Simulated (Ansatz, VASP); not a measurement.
# Rh: VASP beside Ansatz

File INCAR:

```
ALGO     = Normal         # electronic algorithm
EDIFF    = 1E-6           # SCF threshold, eV
ENCUT    = 520            # plane-wave cutoff, eV
GGA      = PE             # functional
ISIF     = 2              # what is computed and relaxed
ISMEAR   = -1             # smearing method
LASPH    = T              # aspherical terms in the spheres
LCHARG   = F              # write CHGCAR
LREAL    = F              # projectors in reciprocal space
LWAVE    = F              # write WAVECAR
NBANDS   = 14             # bands
NELM     = 100            # most SCF steps
PREC     = Accurate       # precision mode
SIGMA    = 0.1            # smearing width, eV
```

File KPOINTS:

```
k-points
0
Gamma
  17 17 17
```

The input POSCAR:

```
Rh
1.0
   -1.2584184723      1.2584184723      1.2584184723
    1.2584184723     -1.2584184723      1.2584184723
    1.2584184723      1.2584184723     -1.2584184723
Rh
1
Direct
    0.0000000000      0.0000000000      0.0000000000
```

Input for Ansatz:

```yaml
crystal:
  lattice:
    - [-1.2584184723, 1.2584184723, 1.2584184723]
    - [1.2584184723, -1.2584184723, 1.2584184723]
    - [1.2584184723, 1.2584184723, -1.2584184723]
  atoms:
    - { symbol: Rh, position: [0.0, 0.0, 0.0] }
kpoints:
  mp_grid: { grid: [17, 17, 17] }
scf:
  occupations: { method: fermi_dirac, width: 0.1 }
hamiltonian:
  xc: pbe
  pseudopotentials: { kind: all_electron, lapw: { basis_error: 0.001 } }
output:
  forces: true
  stress: true
  eigenvalues: true
  populations: true
```

Change from the starting cell: volume scaled by 0.55, LAPW.

Alike in both runs: task single point; functional PBE; k mesh 17 × 17 × 17; occupations fermi-dirac, width 0.1 eV; no spin polarisation.

|  | VASP | Ansatz |
| --- | --- | --- |
| version | VASP 6.6.1 | Ansatz 0.2.0 |
| potentials or method | VASP PAW PBE potentials, release 64 (Rh_pv), cutoff 520 eV | all-electron LAPW, scalar-relativistic |

```csv
,VASP,Ansatz,Ansatz less VASP
pressure (GPa),599.9,591.5,-8.41
```

Both programs put the cell under a high pressure, so it lies far from rest at this level. Ansatz ran all-electron here, and VASP with PAW potentials.

Noted on VASP's run: the cell as given lies far from equilibrium.
